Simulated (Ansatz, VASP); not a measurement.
**One calculation of TaN, two programs**

INCAR

```
SYSTEM = TaN
PREC = Accurate ; ENCUT = 520
EDIFF = 1E-8 ; ISMEAR = -1
SIGMA = 0.02 ; LREAL = .False.
LASPH = .True. ; NELM = 100
ALGO = Normal ; ISIF = 2
LWAVE = .False. ; LCHARG = .False.
GGA = CA ; LEFG = .True.
NBANDS = 15
```

File KPOINTS:

```
regular mesh
0
Gamma
  12 12 10
  0 0 0
```

The input POSCAR:

```
TaN
1.0
    2.9086188698      0.0000000000      0.0000000000
   -1.4543094349      2.5189378312      0.0000000000
    0.0000000000      0.0000000000      2.8830000000
Ta N
1 1
Direct
    0.3333333333      0.6666666667      0.5000000000
    0.0000000000      0.0000000000      0.0000000000
```

Input for Ansatz:

```yaml
crystal:
  lattice:
    - [2.9086188698, 0.0, 0.0]
    - [-1.4543094349, 2.5189378312, 0.0]
    - [0.0, 0.0, 2.883]
  atoms:
    - { symbol: Ta, position: [0.3333333333, 0.6666666667, 0.5] }
    - { symbol: "N", position: [0.0, 0.0, 0.0] }
kpoints:
  mp_grid: { grid: [12, 12, 10] }
scf:
  occupations: { method: fermi_dirac, width: 0.02 }
hamiltonian:
  xc: lda
  pseudopotentials: { kind: all_electron, datasets: crystal }
output:
  forces: true
  stress: true
  eigenvalues: true
  efg: { contact_densities: true }
```

Change from the starting cell: equal xx and yy strain of -1 %, crystal datasets.

Alike in both runs: task electric field gradients; functional LDA; k mesh 12 × 12 × 10; occupations fermi-dirac, width 0.02 eV; no spin polarisation.

```csv
,VASP,Ansatz
version,VASP 6.6.1,Ansatz 0.2.0
potentials or method,"VASP PAW LDA potentials, release 64 (Ta_pv, N), cutoff 520 eV","all-electron PAW with datasets made for the crystal, scalar-relativistic"
```

Ansatz gave:

- pressure (GPa): -4.9
- traceless stress, the component that is largest in VASP (GPa): -4.92
- size of Vzz on the site where it differs most (V/Å²): 63.4

What did VASP give for the same quantities?

Pressure (GPa): -3.0; traceless stress, the component that is largest in VASP (GPa): -4.77; size of Vzz on the site where it differs most (V/Å²): 22.2.

LDA's correlation is that of Perdew and Zunger in VASP and of Perdew and Wang (1992) in Ansatz. One of these differences is far larger than is usual between the two programs; its cause wasn't traced. Ansatz ran all-electron here, and VASP with PAW potentials.

Neither program's run includes spin-orbit coupling.
